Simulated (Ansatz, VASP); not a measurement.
## One calculation of Hf, two programs

```
Hf
1.0
     2.85469    0.00000    0.00000
    -1.42735    2.47224    0.00000
     0.00000    0.00000    4.65316
Hf
2
Direct
  0.33333 0.66667 0.25000
  0.66667 0.33333 0.75000
```

Change from the starting cell: volume scaled by 0.76, LAPW.

Alike in both runs: task single point; functional PBEsol; k mesh 15 × 15 × 9; occupations fermi-dirac, width 0.08 eV; no spin polarisation.

|  | VASP | Ansatz |
| --- | --- | --- |
| version | VASP 6.6.1 | Ansatz 0.2.0 |
| potentials or method | VASP PAW PBE potentials, release 64 (Hf_pv), cutoff 500 eV | all-electron LAPW, scalar-relativistic |

|  | VASP | Ansatz | Ansatz less VASP |
| --- | --- | --- | --- |
| pressure (GPa) | 48.4 | 49.0 | +0.54 |
| traceless stress, the component that is largest in VASP (GPa) | -0.23 | -0.07 | +0.162 |

VASP's potentials were made for PBE, not for PBEsol. Both programs put the cell under a high pressure, so it lies far from rest at this level. Ansatz ran all-electron here, and VASP with PAW potentials.

Neither program's run includes spin-orbit coupling.
